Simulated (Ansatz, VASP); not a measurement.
## Two plane-wave programs on Pt

```xyz
3
Lattice="3.7618 -0.4631 -0.0704 0.3457 2.7054 0.1935 -1.4761 2.6406 4.9600" Properties=species:S:1:pos:R:3 pbc="T T T"
Pt    2.1422    3.4031    4.0189
Pt    0.0704    2.3819    2.5078
Pt    1.7607    0.8991    0.9265
```

Alike in both runs: functional PBE; k mesh 6 × 6 × 4; occupations gaussian, width 0.1 eV; no spin polarisation.

Ansatz relaxed the structure, and its values are those at the end. VASP's run is a single point on that final structure, the one shown.

|  | VASP | Ansatz |
| --- | --- | --- |
| version | VASP 6.6.1 | Ansatz 0.2.0 |
| potentials or method | VASP PAW PBE potentials, release 64 (Pt), cutoff 520 eV | scalar-relativistic, plane waves, PAW |
| valence electrons in the cell | 30 | 54 |

|  | VASP | Ansatz | Ansatz less VASP |
| --- | --- | --- | --- |
| gap on the k mesh at the Fermi level (eV) | none | none | - |
| pressure (GPa) | -0.7 | -0.2 | +0.50 |
| rms of the force components (eV/Å) | 0.012 | 0.012 | 0.0000 |

A gap of «none» marks a metal or a gap that the smearing closes. The functional is the same, so the differences come from potentials, cutoffs and numerics. VASP's potentials hold 30 valence electrons a cell and Ansatz's 54, so a difference there can come from the potentials and not from the codes.

The k mesh is coarse, so the values compare programs but aren't converged. Neither program's run includes spin-orbit coupling.
